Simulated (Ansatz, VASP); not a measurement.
## Two plane-wave programs on CO2

```xyz
6
Lattice="-1.9824 1.9824 2.9914 1.9824 -1.9824 2.9914 1.9824 1.9824 -2.9914" Properties=species:S:1:pos:R:3 pbc="T T T"
C     0.0000    0.0000    0.0000
C     0.0000    1.9824    1.4957
O     0.6515    0.9912    0.7478
O    -0.9912    1.3309    2.2435
O     1.3309    0.9912    3.7392
O     2.9736    0.6515   -0.7478
```

Alike in both runs: functional PBE; k mesh 10 × 10 × 10; occupations gaussian, width 0.05 eV; no spin polarisation.

Ansatz relaxed the structure, and its values are those at the end. VASP's run is a single point on that final structure, the one shown.

|  | VASP | Ansatz |
| --- | --- | --- |
| version | VASP 6.6.1 | Ansatz 0.2.0 |
| potentials or method | VASP PAW PBE potentials, release 64 (C, O), cutoff 520 eV | scalar-relativistic, plane waves, PAW |
| valence electrons in the cell | 32 | 32 |

Ansatz gave:

| Property | Result |
| --- | --- |
| gap on the k mesh at the Fermi level (eV) | 7.71 |
| least direct gap on the mesh (eV) | 8.13 |
| pressure (GPa) | 0.0 |
| rms of the force components (eV/Å) | 0.000 |

Question: What did VASP give for the same quantities?

Answer: gap on the k mesh at the Fermi level (eV): 7.64; least direct gap on the mesh (eV): 8.08; pressure (GPa): 1.4; rms of the force components (eV/Å): 0.036.
